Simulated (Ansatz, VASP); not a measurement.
**TaAs: VASP beside Ansatz**

```
Ta As
1.0
     0.00000    2.61887    2.61887
     2.61887    0.00000    2.61887
     2.61887    2.61887    0.00000
Ta As
1 1
Direct
  0.50000 0.50000 0.50000
  0.00000 0.00000 0.00000
```

Alike in both runs: task single point; functional PBEsol; k mesh 10 × 10 × 10; occupations gaussian, width 0.05 eV; no spin polarisation.

|  | VASP | Ansatz |
| --- | --- | --- |
| version | VASP 6.6.1 | Ansatz 0.2.0 |
| potentials or method | VASP PAW PBE potentials, release 64 (Ta_pv, As), cutoff 520 eV | scalar-relativistic, plane waves, PAW |
| valence electrons in the cell | 16 | 28 |

|  | VASP | Ansatz | Ansatz less VASP |
| --- | --- | --- | --- |
| gap on the k mesh at the Fermi level (eV) | none | none | - |
| pressure (GPa) | -2.6 | -3.2 | -0.59 |

VASP's potentials were made for PBE, not for PBEsol. A gap of «none» marks a metal or a gap that the smearing closes. VASP's potentials hold 16 valence electrons a cell and Ansatz's 28, so a difference there can come from the potentials and not from the codes.

Spin-orbit coupling is off throughout.
